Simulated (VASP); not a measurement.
# ZnO (Fm-3m) in VASP: settings compared

ZnO is run at these levels: r2SCAN, LDA; tasks: single point.

Program: VASP 6.6.1. These are calculated values, not measurements. Logs are shortened: lines on timing, memory, paths and dates and some standing lists are left out, and cuts for length are marked.

## (1) The cell of the first run

The structure is cubic, space group Fm-3m (No. 225). Conventional cell: a = 4.268 Å, b = 4.268 Å, c = 4.268 Å, α = 90.00°, β = 90.00°, γ = 90.00°. Within 2.8 Å of Zn (site symmetry m-3m) lie 6 O at 2.13 Å. O (site symmetry m-3m) has 6 Zn at 2.13 Å within 2.8 Å.

## (2) Single point, r2SCAN

File POSCAR:

```
ZnO
1.0
    0.0000000000      2.1337703831      2.1337703831
    2.1337703831      0.0000000000      2.1337703831
    2.1337703831      2.1337703831      0.0000000000
Zn O
1 1
Direct
    0.0000000000      0.0000000000      0.0000000000
    0.5000000000      0.5000000000      0.5000000000
```

File INCAR.step1:

```
SYSTEM = ZnO
  ALGO = Normal
  EDIFF = 1E-4
  ENCUT = 520
  GGA = PE
  ISMEAR = 0
  LASPH = .True.
  LCHARG = .False.
  LREAL = .False.
  LWAVE = .True.
  NBANDS = 16
  NELM = 80
  PREC = Accurate
  SIGMA = 0.01
```

File INCAR.step2:

```
SYSTEM = ZnO
  ALGO = Normal
  EDIFF = 1E-6
  ENCUT = 520
  ISIF = 2
  ISMEAR = 0
  ISTART = 1
  LASPH = .True.
  LCHARG = .False.
  LMIXTAU = .True.
  LREAL = .False.
  LWAVE = .False.
  METAGGA = R2SCAN
  NBANDS = 16
  NELM = 80
  PREC = Accurate
  SIGMA = 0.01
```

File KPOINTS:

```
k-points
0
Gamma
  2 2 2
  0 0 0
```

Potentials or basis: VASP PAW PBE potentials, release 64 (Zn, O).

Started as:

```
$ cat potpaw_PBE.64/Zn/POTCAR potpaw_PBE.64/O/POTCAR > POTCAR
$ cp INCAR.step1 INCAR
$ mpirun -np 1 vasp_std > vasp.out
$ cp INCAR.step2 INCAR
$ mpirun -np 1 vasp_std > vasp.out
```

OUTCAR:

```text
SYSTEM = ZnO
   EDIFF = 1E-6
   ENCUT = 520
   ISIF = 2
   ISMEAR = 0
   ISTART = 1
   LASPH = .True.
   LREAL = .False.
   METAGGA = R2SCAN
   NELM = 80
   PREC = Accurate

 ion  position               nearest neighbor table
   1  0.000  0.000  0.000-   2 2.13   2 2.13   2 2.13   2 2.13   2 2.13   2 2.13
   2  0.500  0.500  0.500-   1 2.13   1 2.13   1 2.13   1 2.13   1 2.13   1 2.13

  LATTYP: Found a face centered cubic cell.
 ALAT       =     4.2675407662

  Lattice vectors:

 A1 = (   0.0000000000,   2.1337703831,   2.1337703831)
 A2 = (   2.1337703831,   0.0000000000,   2.1337703831)
 A3 = (   2.1337703831,   2.1337703831,   0.0000000000)

Analysis of symmetry for initial positions (statically):
=====================================================================
 Subroutine PRICEL returns:
 Original cell was already a primitive cell.

 Routine SETGRP: Setting up the symmetry group for a
 face centered cubic supercell.

 Subroutine GETGRP returns: Found 48 space group operations
 (whereof 48 operations were pure point group operations)
 out of a pool of 48 trial point group operations.

The static configuration has the point symmetry O_h .

Analysis of symmetry for dynamics (positions and initial velocities):
=====================================================================
 Subroutine PRICEL returns:
 Original cell was already a primitive cell.

 Routine SETGRP: Setting up the symmetry group for a
 face centered cubic supercell.

 Subroutine GETGRP returns: Found 48 space group operations
 (whereof 48 operations were pure point group operations)
 out of a pool of 48 trial point group operations.

The dynamic configuration has the point symmetry O_h .

 Subroutine INISYM returns: Found 48 space group operations
 (whereof 48 operations are pure point group operations),
 and found     1 'primitive' translations

----------------------------------------------------------------------------------------

                                     Primitive cell

  volume of cell :      19.4300

  direct lattice vectors                    reciprocal lattice vectors
     0.000000000  2.133770383  2.133770383    -0.234326994  0.234326994  0.234326994
     2.133770383  0.000000000  2.133770383     0.234326994 -0.234326994  0.234326994
     2.133770383  2.133770383  0.000000000     0.234326994  0.234326994 -0.234326994

  length of vectors
     3.017607015  3.017607015  3.017607015     0.405866259  0.405866259  0.405866259

  position of ions in fractional coordinates (direct lattice)
     0.000000000  0.000000000  0.000000000
     0.500000000  0.500000000  0.500000000

  ion indices of the primitive-cell ions
   primitive index   ion index
                 1           1
                 2           2

----------------------------------------------------------------------------------------

 KPOINTS: k-points

Automatic generation of k-mesh.
 Grid dimensions read from file:
 generate k-points for:    2    2    2

 Generating k-lattice:

  Cartesian coordinates                     Fractional coordinates (reciprocal lattice)
    -0.117163497  0.117163497  0.117163497     0.500000000  0.000000000  0.000000000
     0.117163497 -0.117163497  0.117163497     0.000000000  0.500000000  0.000000000
     0.117163497  0.117163497 -0.117163497     0.000000000  0.000000000  0.500000000

  Length of vectors
     0.202933130  0.202933130  0.202933130

  Shift w.r.t. Gamma in fractional coordinates (k-lattice)
     0.000000000  0.000000000  0.000000000

 Subroutine IBZKPT returns following result:
 ===========================================

 Found      3 irreducible k-points:

 Following reciprocal coordinates:
            Coordinates               Weight
  0.000000  0.000000  0.000000      1.000000
  0.500000  0.000000  0.000000      4.000000
  0.500000  0.500000  0.000000      3.000000
   k-points           NKPTS =      3   k-points in BZ     NKDIM =      3   number of bands    NBANDS=     16
   number of dos      NEDOS =    301   number of ions     NIONS =      2
   total plane-waves  NPLWV =  13824
   dimension x,y,z NGX =    24 NGY =   24 NGZ =   24
   dimension x,y,z NGXF=    48 NGYF=   48 NGZF=   48
   ions per type =               1   1
   NGX,Y,Z   is equivalent  to a cutoff of  13.22, 13.22, 13.22 a.u.
   NGXF,Y,Z  is equivalent  to a cutoff of  26.44, 26.44, 26.44 a.u.
 SYSTEM =  ZnO
   PREC   = accura    normal or accurate (medium, high low for compatibility)
   ISTART =      1    job   : 0-new  1-cont  2-samecut
   ICHARG =      0    charge: 1-file 2-atom 10-const
   ISPIN  =      1    spin polarized calculation?
   LNONCOLLINEAR =      F non collinear calculations
   LSORBIT =      F    spin-orbit coupling
   LASPH  =      T    aspherical Exc in radial PAW
   ENCUT  =  520.0 eV  38.22 Ry    6.18 a.u.   5.61  5.61  5.61*2*pi/ulx,y,z
   NELM   =     80;   NELMIN=  2; NELMDL=  0     # of ELM steps
   EDIFF  = 0.1E-05   stopping-criterion for ELM
   LREAL  =      F    real-space projection
[... 7 lines left out ...]
   TEBEG  =    0.0;   TEEND  =   0.0 temperature during run
   PSTRESS=    0.0 pullay stress
   NELECT =      18.0000    total number of electrons
   NUPDOWN=      -1.0000    fix difference up-down
   EMIN   =  10.00;   EMAX   =-10.00  energy-range for DOS
   EFERMI =   0.00;   METHOD = LEGACY
   ISMEAR =     0;   SIGMA  =   0.01  broadening in eV -4-tet -1-fermi 0-gaus
   EFERMI_NEDOS =   21; number of points for ismear=-14 and -15
   IALGO  =     38    algorithm
   IMIX   =      4    mixing-type and parameters
     AMIX     =   0.40;   BMIX     =  1.00
     AMIX_MAG =   1.60;   BMIX_MAG =  1.00
  volume/ion in A,a.u.               =       9.72        65.56
  Fermi-wavevector in a.u.,A,eV,Ry     =   1.595908  3.015830 34.653003  2.546924
  Thomas-Fermi vector in A             =   2.693754
   LORBIT       =      0    0 simple, 1 ext, 2 COOP (PROOUT), +10 PAW based schemes
   METAGGA = R2SCAN    functional components
   LHFCALC =     F    Hartree Fock is set to
   AEXX    =    0.0000 exact exchange contribution
   IVDW    =     0    specifies the selected vdW correction
   LEPSILON=     F    determine dielectric tensor
   LRPA    =     F    only Hartree local field effects (RPA)
 non-spin polarized calculation
 Gauss-broadening in eV      SIGMA  =   0.01
  energy-cutoff  :      520.00
  volume of cell :       19.43
 maximum number of plane-waves:       544
 NGX is ok and might be reduce to    24
   NGX = 11   NGY = 11   NGZ = 11

 number of electron      18.0000003 magnetization

 Free energy of the ion-electron system (eV)
  ---------------------------------------------------
  ext. energy  EPLUGINS =         0.00000000
  ---------------------------------------------------
  free energy    TOTEN  =       -16.63650770 eV

  energy without entropy =      -16.63650770  energy(sigma->0) =      -16.63650770

 E-fermi :   3.0522     XC(G=0): -13.0373

 val. band max:        2.9508769117   @ k =   0.5000   0.0000   0.0000
 cond. band min:       4.2389647259   @ k =   0.0000   0.0000   0.0000
 fundamental gap:      1.2880878142
 Fermi energy:         3.0522184394

 k-point     1 :       0.0000    0.0000    0.0000
  band No.  band energies     occupation
      1     -16.6002      2.00000
      2      -2.5387      2.00000
      3      -2.5387      2.00000
      4      -2.5387      2.00000
      5      -2.3436      2.00000
      6      -2.3436      2.00000
[... 8 lines left out ...]
     15      23.2173      0.00000
     16      23.2176      0.00000

 k-point     2 :       0.5000    0.0000    0.0000
  band No.  band energies     occupation
      1     -15.1939      2.00000
      2      -4.8208      2.00000
      3      -3.4397      2.00000
      4      -3.4396      2.00000
      5      -2.1241      2.00000
      6      -2.1240      2.00000
[... 8 lines left out ...]
     15      28.5118      0.00000
     16      28.5121      0.00000

 k-point     3 :       0.5000    0.5000    0.0000
  band No.  band energies     occupation
      1     -15.0823      2.00000
      2      -2.9504      2.00000
      3      -2.8561      2.00000
      4      -2.1466      2.00000
      5      -2.0129      2.00000
      6      -2.0129      2.00000
[... 8 lines left out ...]
     15      30.6109      0.00000
     16      35.0036      0.00000

------------------------ aborting loop because EDIFF is reached ----------------------------------------

  FORCE on cell =-STRESS in cart. coord.  units (eV):
  Direction    XX          YY          ZZ          XY          YZ          ZX
  --------------------------------------------------------------------------------------
  -------------------------------------------------------------------------------------
  Total        0.8594786      0.8594786      0.8594786     -0.0000000      0.0000000     -0.0000000
  in kB       70.8716567     70.8716567     70.8716567     -0.0000000      0.0000000     -0.0000000
  external PRESSURE =      70.8716567 kB  Pullay stress =       0.0000000 kB

 VOLUME and BASIS-vectors are now :
 -----------------------------------------------------------------------------
  energy-cutoff  :      520.00
  volume of cell :       19.43
      direct lattice vectors                 reciprocal lattice vectors
     0.000000000  2.133770383  2.133770383    -0.234326994  0.234326994  0.234326994
     2.133770383  0.000000000  2.133770383     0.234326994 -0.234326994  0.234326994
     2.133770383  2.133770383  0.000000000     0.234326994  0.234326994 -0.234326994

 POSITION                                       TOTAL-FORCE (eV/Angst)
 -----------------------------------------------------------------------------------
      0.00000      0.00000      0.00000        -0.000000     -0.000000     -0.000000
      2.13377      2.13377      2.13377         0.000000      0.000000      0.000000
 -----------------------------------------------------------------------------------
    total drift:                                0.000000     -0.000000     -0.000000

  FREE ENERGIE OF THE ION-ELECTRON SYSTEM (eV)
  ---------------------------------------------------
  free  energy   TOTEN  =       -16.6365077020 eV

  energy  without entropy=      -16.6365077020  energy(sigma->0) =      -16.63650770
```

Run time: 24 s. Hardware: 1 thread of AMD EPYC 7R43 (Zen 3), shared host; peak memory 0.1 GiB.

What came out:

```
Free energy            : -16.6365 eV
Pressure               : 7.1 GPa
Band gap on the k mesh : 1.29 eV (least direct gap 2.58 eV)
```

Levels at points of the mesh, in eV from the valence-band top:
```csv
k point,band 6,band 7,band 8,band 9,band 10,band 11,band 12,band 13
"(0.00, 0.00, 0.00)",-5.29,-1.30,-1.30,-1.30,1.29,18.38,18.38,18.38
"(0.50, 0.00, 0.00)",-5.07,-4.08,0.00,0.00,5.81,10.00,13.31,13.31
"(0.50, 0.50, 0.00)",-4.96,-4.62,-2.86,-2.86,4.56,11.46,11.63,16.40
```

Caveat: the k points lie up to 1.28 Å⁻¹ apart; the PAW data sets were made with another functional, which shifts forces and pressure a little. A k mesh can miss the band edges.

(Continued in part 2 of 2.)
